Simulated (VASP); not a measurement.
Set up this calculation in VASP 6.6.1, as the native input.

```yaml
Task: single point
Functional: LDA
Potentials_or_basis: VASP PAW LDA potentials, release 64 (Sr_sv, Te, O)
Cutoff: 520 eV
k_mesh: 8 × 8 × 8
Occupations: gaussian, width 0.02 eV
Spin: no spin polarisation
Dipole_correction: no
Further_INCAR_settings: ALGO = Normal; EDIFF = 1e-07; NBANDS = 18
```

The structure of SrTeO lies in POSCAR:

```
SrTeO
1.0
   -2.3128585665      2.3128585665      4.5581839674
    2.3128585665     -2.3128585665      4.5581839674
    2.3128585665      2.3128585665     -4.5581839674
Sr Te O
1 1 1
Direct
   -0.1057074513     -0.1057074513      0.0000000000
    0.4461462304      0.4461462304      0.0000000000
    0.6595612209      0.6595612209      0.0000000000
```

These files were run (other wordings do the same):

INCAR

```
ALGO = Normal
EDIFF = 1E-7
ENCUT = 520
GGA = CA
ISIF = 2
ISMEAR = 0
LASPH = True
LCHARG = False
LREAL = False
LWAVE = False
NBANDS = 18
NELM = 100
PREC = Accurate
SIGMA = 0.02
```

KPOINTS

```
k-points
0
Gamma
  8 8 8
```

Potentials or basis: VASP PAW LDA potentials, release 64 (Sr_sv, Te, O).

Command:

```sh
$ cat potpaw_LDA.64/Sr_sv/POTCAR potpaw_LDA.64/Te/POTCAR potpaw_LDA.64/O/POTCAR > POTCAR
$ mpirun -np 1 vasp_std > vasp.out
```

Results of the run:

- Pressure: 0.3 GPa
- Largest force: 0.148 eV/Å
- Band gap on the k mesh: 0.92 eV, indirect (least direct gap 0.93 eV)

Caveat: spin-orbit coupling is left out, which moves the levels of the heavy elements.

Wall time 66 s on 1 thread of Intel(R) Xeon(R) 6975P-C (Granite Rapids), with other jobs on the host, peak memory 0.29 GiB.
